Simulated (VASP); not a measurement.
Crystal: GaN.

```
Ga N
1.0
     0.00000    2.24895    2.24895
     2.24895    0.00000    2.24895
     2.24895    2.24895    0.00000
Ga N
1 1
Direct
  0.00000 0.00000 0.00000
  0.75000 0.75000 0.75000
```

Base run:

- Program: VASP 6.6.1
- Functional: PBE
- Potentials or basis: VASP PAW PBE potentials, release 64 (Ga_d, N)
- Cutoff: 520 eV
- k mesh: 6 × 6 × 6
- Occupations: gaussian, width 0.01 eV
- Spin: no spin polarisation

Its results: band gap on the k mesh 1.76 eV; pressure 6.2 GPa.

After a change of settings the same cell gave: band gap on the k mesh 2.16 eV; pressure 1.0 GPa. Which change was it?
A. functional from PBE to LDA; potentials or basis from VASP PAW PBE potentials, release 64 (Ga_d, N) to VASP PAW LDA potentials, release 64 (Ga_d, N)
B. k mesh from 6 × 6 × 6 to 8 × 8 × 8; further incar settings from ALGO = Normal; EDIFF = 1e-06; NBANDS = 16 to ALGO = Normal; EDIFF = 1e-07; NBANDS = 16
C. functional from PBE to r2SCAN
D. functional from PBE to HSE06; further incar settings from ALGO = Normal; EDIFF = 1e-06; NBANDS = 16 to ALGO = Normal; EDIFF = 1e-07; NBANDS = 16

C.

Caveats: the cell stands under pressure (at least some runs); the PAW data sets were made with another functional, which shifts forces and pressure a little (at least some runs).
